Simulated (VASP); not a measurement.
A run of VASP 6.6.1:

POSCAR

```
Hg
1.0
    0.0000000000      2.4465187169      2.4465187169
    2.4465187169      0.0000000000      2.4465187169
    2.4465187169      2.4465187169      0.0000000000
Hg
1
Direct
    0.0000000000      0.0000000000      0.0000000000
```

INCAR.step1

```
SYSTEM = Hg
PREC = Accurate ; ENCUT = 520
ISMEAR = 0 ; SIGMA = 0.05
LREAL = .False. ; LASPH = .True.
NELM = 60 ; NBANDS = 12
GGA = PE ; ALGO = Normal
EDIFF = 1E-4 ; LWAVE = .True.
LCHARG = .False.
```

Contents of INCAR.step2:

```
SYSTEM = Hg
PREC = Accurate ; ENCUT = 520
EDIFF = 1E-6 ; ISMEAR = 0
SIGMA = 0.05 ; LREAL = .False.
LASPH = .True. ; NELM = 60
ALGO = Normal ; ISIF = 2
LWAVE = .False. ; LCHARG = .False.
METAGGA = R2SCAN ; LMIXTAU = .True.
NBANDS = 12 ; ISTART = 1
```

Contents of KPOINTS:

```
Automatic mesh
0
Gamma
  12 12 12
  0 0 0
```

Potentials or basis: VASP PAW PBE potentials, release 64 (Hg).

Command:

```sh
$ cat potpaw_PBE.64/Hg/POTCAR > POTCAR
$ cp INCAR.step1 INCAR
$ mpirun -np 1 vasp_std > vasp.out
$ cp INCAR.step2 INCAR
$ mpirun -np 1 vasp_std > vasp.out
```

Hardware: 1 thread of Intel(R) Xeon(R) Platinum 8488C (Sapphire Rapids), with other jobs on the host.

Q: How long does it take, and how much memory?

A: Wall time 67 s on 1 thread of Intel(R) Xeon(R) Platinum 8488C (Sapphire Rapids), on a shared host, peak memory 0.18 GiB. Counts: k points 72.
